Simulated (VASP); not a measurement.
BP, 2 atoms in the cell. Symmetry: F-43m, No. 216, cubic system. Conventional cell: a = 4.537 Å, b = 4.537 Å, c = 4.537 Å, α = 90.00°, β = 90.00°, γ = 90.00°. B (site symmetry -43m) has 4 P at 1.96 Å within 2.6 Å. P (site symmetry -43m) has 4 B at 1.96 Å within 2.6 Å. 

```yaml
Program: VASP 6.6.1
Task: single point
Functional: PBEsol
Potentials_or_basis: VASP PAW PBE potentials, release 64 (B, P)
Cutoff: 520 eV
k_mesh: 6 × 6 × 6
Occupations: gaussian, width 0.01 eV
Spin: no spin polarisation
Dipole_correction: no
Further_INCAR_settings: ALGO = Normal; EDIFF = 1e-06; NBANDS = 11
```

Potentials or basis: VASP PAW PBE potentials, release 64 (B, P).

Command:

```sh
$ cat potpaw_PBE.64/B/POTCAR potpaw_PBE.64/P/POTCAR > POTCAR
$ mpirun -np 1 vasp_std > vasp.out
```

Hardware: 1 thread of Intel(R) Xeon(R) Platinum 8488C (Sapphire Rapids), with other jobs on the host.

Estimate the wall time of this run.

It took 4.1 s on 1 thread of Intel(R) Xeon(R) Platinum 8488C (Sapphire Rapids), on a shared host, peak memory 0.13 GiB. Counts: scf iterations 12, k points 16.
